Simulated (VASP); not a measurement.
AlCu3, 4 atoms in the cell. Symmetry: P-4m2, No. 115, tetragonal system. Conventional cell: a = 3.529 Å, b = 3.529 Å, c = 3.529 Å, α = 90.00°, β = 90.00°, γ = 90.00°. Within 3.3 Å of Al (site symmetry -4m2) lie 12 Cu at 2.48 to 2.51 Å. Cu (site symmetry 2mm) has 4 Al at 2.48 to 2.51 Å and 8 Cu at 2.48 to 2.51 Å within 3.3 Å. Within 3.3 Å of Cu (site symmetry -4m2) lie 8 Cu at 2.48 to 2.51 Å and 4 Al at 2.50 Å.  This cell differs from its parent crystal: atoms displaced along a vibrational mode, the cell strained.

* Program: VASP 6.6.1
* Task: single point
* Functional: LDA
* Potentials or basis: VASP PAW LDA potentials, release 64 (Al, Cu)
* Cutoff: 520 eV
* k mesh: 12 × 12 × 12
* Occupations: gaussian, width 0.15 eV
* Spin: no spin polarisation
* Dipole correction: no
* Further INCAR settings: ALGO = Fast; EDIFF = 1e-06; NBANDS = 26

Potentials or basis: VASP PAW LDA potentials, release 64 (Al, Cu).

Launch:

```bash
$ cat potpaw_LDA.64/Al/POTCAR potpaw_LDA.64/Cu/POTCAR > POTCAR
$ mpirun -np 1 vasp_std > vasp.out
```

Hardware: 1 thread of AMD EPYC 7R43 64-Core Processor (Zen 3), on a shared host.

Question: How long does it take, and how much memory?

Answer: Run time: 3.7 min on 1 thread of AMD EPYC 7R43 64-Core Processor (Zen 3) (shared host), peak memory 0.24 GiB. Counts: scf iterations 15, k points 196.
